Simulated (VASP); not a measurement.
Ta:

```
Ta
1.0
    -1.65128    1.65128    1.65128
     1.65128   -1.65128    1.65128
     1.65128    1.65128   -1.65128
Ta
1
Direct
  0.00000 0.00000 0.00000
```

```yaml
Program: VASP 6.6.1
Task: relaxation of cell and atoms
Functional: HF
Potentials_or_basis: VASP PAW PBE potentials, release 64 (Ta_pv)
Cutoff: 600 eV
k_mesh: 6 × 6 × 6
Occupations: fermi-dirac, width 0.05 eV
Spin: no spin polarisation
```

At the start: pressure 12.1 GPa; volume 18.01 Å³/atom.

Task: How do energy, volume and symmetry change on relaxing?

Result: Over 4 steps the energy falls by 32.8 meV/atom and the volume is 18.91 Å³/atom (+5.0 %); space group Im-3m (No. 229, to 0.1 Å) before and after.

The path:
```tsv
step	energy change (eV)	largest force (eV/Å)	pressure (GPa)	volume (Å³)
1	0.0000	0.0000	12.15	18.01
2	0.2143	0.0000	-24.26	21.81
3	-0.0327	0.0000	-0.66	18.97
4	-0.0328	0.0000	-0.02	18.91
```

Final structure:
```
CELL_PARAMETERS angstrom
-1.67842 1.67842 1.67842
1.67842 -1.67842 1.67842
1.67842 1.67842 -1.67842
ATOMIC_POSITIONS crystal
Ta 0.00000 0.00000 0.00000
```

Caveat: the k points lie up to 0.44 Å⁻¹ apart in the final cell, too coarse for converged energies and pressures of a metal; the PAW data sets were made with another functional, which shifts forces and pressure a little.
